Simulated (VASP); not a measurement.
A run of VASP 6.6.1:

File INCAR:

```
  PREC = Accurate
  ENCUT = 520
  EDIFF = 1E-6
  ISMEAR = 0
  SIGMA = 0.1
  LREAL = False
  LASPH = True
  NELM = 150
  ALGO = Normal
  ISIF = 2
  LWAVE = False
  LCHARG = False
  ISPIN = 2
  MAGMOM = 0 0.84 0 0 0
  LORBIT = 11
  LMAXMIX = 4
  GGA = PE
  NBANDS = 33
```

File KPOINTS:

```
Automatic mesh
0
Gamma
  4 4 4
```

Contents of POSCAR:

```
AgPdCl3
1.0
    5.0004157003      0.0000000000      0.0000000000
    0.0000000000      5.0004157003      0.0000000000
    0.0000000000      0.0000000000      5.0004157003
Ag Pd Cl
1 1 3
Direct
    0.5000000000      0.5000000000      0.5000000000
    0.0000000000      0.0000000000      0.0000000000
    0.0000000000      0.5000000000      0.5000000000
    0.5000000000      0.0000000000      0.5000000000
    0.5000000000      0.5000000000      0.0000000000
```

Potentials or basis: VASP PAW PBE potentials, release 64 (Ag, Pd, Cl).

Run with:

```bash
$ cat potpaw_PBE.64/Ag/POTCAR potpaw_PBE.64/Pd/POTCAR potpaw_PBE.64/Cl/POTCAR > POTCAR
$ mpirun -np 1 vasp_std > vasp.out
```

Hardware: 1 thread of Intel(R) Xeon(R) 6975P-C (Granite Rapids), on a shared host.

Task: Estimate the wall time of this run.

Result: It took 56 s on 1 thread of Intel(R) Xeon(R) 6975P-C (Granite Rapids), with other jobs on the host, peak memory 0.32 GiB. Counts: scf iterations 18, k points 10.
